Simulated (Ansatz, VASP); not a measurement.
# TaSb in VASP and in Ansatz

```
Ta Sb
1.0
     0.00000    2.19915    2.19915
     2.19915    0.00000    2.19915
     2.19915    2.19915    0.00000
Ta Sb
1 1
Direct
  0.00000 0.00000 0.00000
  0.50000 0.50000 0.50000
```

Change from the starting cell: volume scaled by 0.5, LAPW.

Alike in both runs: task single point; functional LDA; k mesh 13 × 13 × 13; occupations fermi-dirac, width 0.05 eV; no spin polarisation.

```csv
,VASP,Ansatz
version,VASP 6.6.1,Ansatz 0.2.0
potentials or method,"VASP PAW LDA potentials, release 64 (Ta_pv, Sb), cutoff 520 eV","all-electron LAPW, scalar-relativistic"
```

Ansatz gave:

```
pressure (GPa) : 412.8
```

Task: Which values does VASP return?

Result: Pressure (GPa): 420.5.

LDA's correlation is that of Perdew and Zunger in VASP and of Perdew and Wang (1992) in Ansatz. Both programs put the cell under a high pressure, so it lies far from rest at this level. Ansatz ran all-electron here, and VASP with PAW potentials.

Spin-orbit coupling is off throughout. Noted on VASP's run: the cell as given lies far from equilibrium.
